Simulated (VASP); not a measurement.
Set up this calculation in VASP 6.6.1, as the native input.

```yaml
Task: relaxation of cell and atoms
Functional: PBE
Potentials_or_basis: VASP PAW PBE potentials, release 64 (Na_pv, I)
Cutoff: 600 eV
k_mesh: 6 × 6 × 6
Occupations: gaussian, width 0.02 eV
Spin: no spin polarisation
Dipole_correction: no
Further_INCAR_settings: ALGO = Normal; EDIFF = 1e-06; IBRION = 2; EDIFFG = -0.005; NSW = 100; ISIF = 3
```

The structure of NaI lies in POSCAR:

```
NaI
1.0
    0.0000000000      3.2364000000      3.2364000000
    3.2364000000      0.0000000000      3.2364000000
    3.2364000000      3.2364000000      0.0000000000
Na I
1 1
Direct
    0.0000000000      0.0000000000      0.0000000000
    0.5000000000      0.5000000000      0.5000000000
```

The input as run:

INCAR

```
ALGO     = Normal         # electronic algorithm
EDIFF    = 1E-6           # SCF threshold, eV
EDIFFG   = -0.005         # ionic threshold
ENCUT    = 600            # plane-wave cutoff, eV
GGA      = PE             # functional
IBRION   = 2              # ionic algorithm
ISIF     = 3              # what is computed and relaxed
ISMEAR   = 0              # smearing method
LASPH    = T              # aspherical terms in the spheres
LCHARG   = F              # write CHGCAR
LREAL    = F              # projectors in reciprocal space
LWAVE    = F              # write WAVECAR
NELM     = 100            # most SCF steps
NSW      = 100            # ionic steps
PREC     = Accurate       # precision mode
SIGMA    = 0.02           # smearing width, eV
```

KPOINTS

```
k-points
0
Gamma
  6 6 6
```

Potentials or basis: VASP PAW PBE potentials, release 64 (Na_pv, I).

Launch:

```bash
$ cat potpaw_PBE.64/Na_pv/POTCAR potpaw_PBE.64/I/POTCAR > POTCAR
$ mpirun -np 1 vasp_std > vasp.out
```

It gave:

The relaxed volume is 34.79 Å³/atom. The relaxed cell is a = 4.617 Å, b = 4.617 Å, c = 4.617 Å, α = 60.00°, β = 60.00°, γ = 60.00°, the space group after relaxing (to 0.05 Å) is Fm-3m (No. 225) and the energy gained by relaxing is 1.2 meV/atom. The ionic steps are 3, the pressure after relaxing is 0.0 GPa and the band gap on the k mesh is 3.57 eV, direct.

Caveat: spin-orbit coupling is left out, which moves the levels of the heavy elements.

Run time: 30 s on 1 thread of Intel(R) Xeon(R) Platinum 8488C (Sapphire Rapids) (shared host), peak memory 0.24 GiB.
